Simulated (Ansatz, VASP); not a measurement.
# KZn: VASP beside Ansatz

POSCAR

```
KZn
1.0
    0.0000000000      3.9428280000      3.9428280000
    3.9428280000      0.0000000000      3.9428280000
    3.9428280000      3.9428280000      0.0000000000
K Zn
2 2
Direct
    0.0000000000      0.0000000000      0.0000000000
    0.2500000000      0.2500000000      0.2500000000
    0.5000000000      0.5000000000      0.5000000000
    0.7500000000      0.7500000000      0.7500000000
```

INCAR.step1

```
SYSTEM = KZn
PREC = Accurate
ENCUT = 520
ISMEAR = -1
SIGMA = 0.0172
LREAL = .FALSE.
LASPH = .TRUE.
NELM = 100
NBANDS = 29
GGA = PE
ALGO = Normal
EDIFF = 1E-4
LWAVE = .TRUE.
LCHARG = .FALSE.
```

The input INCAR.step2:

```
SYSTEM = KZn
PREC = Accurate
ENCUT = 520
EDIFF = 1E-6
ISMEAR = -1
SIGMA = 0.0172
LREAL = .FALSE.
LASPH = .TRUE.
NELM = 100
ALGO = Normal
ISIF = 2
LWAVE = .FALSE.
LCHARG = .FALSE.
METAGGA = R2SCAN
LMIXTAU = .TRUE.
NBANDS = 29
ISTART = 1
```

File KPOINTS:

```
Automatic mesh
0
G
  8 8 8
  0 0 0
```

Input for Ansatz:

```yaml
crystal:
  lattice:
    - [0.0, 3.942828, 3.942828]
    - [3.942828, 0.0, 3.942828]
    - [3.942828, 3.942828, 0.0]
  atoms:
    - { symbol: K, position: [0.0, 0.0, 0.0] }
    - { symbol: K, position: [0.25, 0.25, 0.25] }
    - { symbol: Zn, position: [0.5, 0.5, 0.5] }
    - { symbol: Zn, position: [0.75, 0.75, 0.75] }
  symmetry: { tolerance: 0.0003 }
kpoints:
  mp_grid: { grid: [8, 8, 8], shift: [0, 0, 0] }
  band_path:
    path:
      - [0.0, 0.0, 0.0]
      - [0.5, 0.0, 0.5]
      - [0.625, 0.25, 0.625]
      - [0.375, 0.375, 0.75]
      - [0.0, 0.0, 0.0]
      - [0.5, 0.5, 0.5]
      - [0.5, 0.25, 0.75]
      - [0.5, 0.0, 0.5]
    npoints: 8
magnetization:
  spin_polarized: false
scf:
  occupations: { method: fermi_dirac, width: 0.0172 }
  lower_state_search: "off"
  max_iter: 200
hamiltonian:
  pseudopotentials: { kind: paw }
  xc: r2scan
basis:
  ecutwfc: 500
  fft_grid_basis: typed
output:
  forces: true
  stress: true
  eigenvalues: true
  bader: true
  populations: true
  elf: true
  write_potential: true
  volumetric_format: npy
  dos:
    e_range: [-12, 8]
    de: 0.05
    projected: { site_lists: { K: [K], Zn: [Zn] } }
checkpoint:
  read: saved_state
```

Alike in both runs: task single point; functional r2SCAN; k mesh 8 × 8 × 8; occupations fermi-dirac, width 0.0172 eV; no spin polarisation.

|  | VASP | Ansatz |
| --- | --- | --- |
| version | VASP 6.6.1 | Ansatz 0.2.0 |
| potentials or method | VASP PAW PBE potentials, release 64 (K_sv, Zn), cutoff 520 eV | PAW plane waves |
| valence electrons in the cell | 42 | 42 |

```csv
,VASP,Ansatz,Ansatz less VASP
pressure (GPa),-0.1,-0.1,-0.02
```

VASP's potentials were made for PBE, not for r2SCAN. The functional is the same, so the differences come from potentials, cutoffs and numerics.
